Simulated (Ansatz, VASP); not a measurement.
## Two plane-wave programs on C

```xyz
6
Lattice="-2.1268 1.2279 0.0110 -2.1268 -1.2279 0.0110 -1.7094 -1.0233 10.6144" Properties=species:S:1:pos:R:3 pbc="T T T"
C    -0.6564    0.0000    8.8415
C    -2.1163    0.0000    1.7788
C    -3.5132    0.0000    5.3212
C    -0.6984    0.0000    1.7713
C    -2.0953    0.0000    5.3137
C    -3.4922    0.0000    8.8561
```

Alike in both runs: task single point; functional r2SCAN; k mesh 12 × 12 × 3; occupations gaussian, width 0.05 eV; no spin polarisation.

|  | VASP | Ansatz |
| --- | --- | --- |
| version | VASP 6.6.1 | Ansatz 0.2.0 |
| potentials or method | VASP PAW PBE potentials, release 64 (C), cutoff 520 eV | scalar-relativistic, plane waves, PAW |
| valence electrons in the cell | 24 | 24 |

|  | VASP | Ansatz | Ansatz less VASP |
| --- | --- | --- | --- |
| gap on the k mesh at the Fermi level (eV) | 0.34 | 0.34 | 0.000 |
| least direct gap on the mesh (eV) | 0.34 | 0.34 | 0.000 |
| pressure (GPa) | 0.6 | 0.0 | -0.64 |
| traceless stress, the component that is largest in VASP (GPa) | -0.91 | -0.17 | +0.744 |
| rms of the force components (eV/Å) | 0.006 | 0.007 | +0.0001 |

VASP's potentials were made for PBE, not for r2SCAN. Atom by atom the forces differ by 0.000 eV/Å (rms over components). The functional is the same, so the differences come from potentials, cutoffs and numerics.
